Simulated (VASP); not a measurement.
## Be2CdS2: single point with PBE

The system is Be2CdS2.

```
Be Cd S
1.0
     3.45028    0.00000    0.00000
    -1.72514    2.98803    0.00000
     0.00000    0.00000   10.26506
Be Cd S
2 1 2
Direct
  0.33333 0.66667 0.42263
  0.66667 0.33333 0.57737
  0.00000 0.00000 0.00000
  0.33333 0.66667 0.63715
  0.66667 0.33333 0.36285
```

```
Program             : VASP 6.6.1
Task                : single point
Functional          : PBE
Potentials or basis : VASP PAW PBE potentials, release 64 (Be, Cd, S)
Cutoff              : 520 eV
k mesh              : 12 × 12 × 4
Occupations         : gaussian, width 0.1 eV
Spin                : no spin polarisation
```

```
Pressure               : 0.0 GPa
Largest force          : 0.024 eV/Å
Band gap on the k mesh : zero (band 14 reaches 3.65 eV, above the bottom of band 15 at 3.36 eV)
```

Forces on the atoms (eV/Å):
```
Be   0.000  0.000  0.024
Be   0.000  0.000 -0.024
Cd   0.000  0.000  0.000
S    0.000  0.000  0.011
S    0.000  0.000 -0.011
```

Levels at points of the mesh, in eV from the Fermi level:
| k point | band 12 | band 13 | band 14 | band 15 | band 16 | band 17 |
| --- | --- | --- | --- | --- | --- | --- |
| (0.00, 0.00, 0.00) | -4.03 | -3.04 | -3.04 | 0.99 | 2.70 | 2.90 |
| (0.50, 0.00, 0.00) | -4.23 | -4.20 | -0.65 | 0.03 | 0.76 | 2.71 |
| (0.00, 0.00, 0.50) | -3.48 | -3.04 | -3.04 | 0.34 | 2.68 | 2.90 |
| (0.50, 0.00, 0.50) | -4.23 | -4.20 | -0.71 | -0.10 | 0.85 | 2.73 |

Wall time 73 s on 1 thread of Intel(R) Xeon(R) 6975P-C (Granite Rapids), with other jobs on the host, peak memory 0.33 GiB.
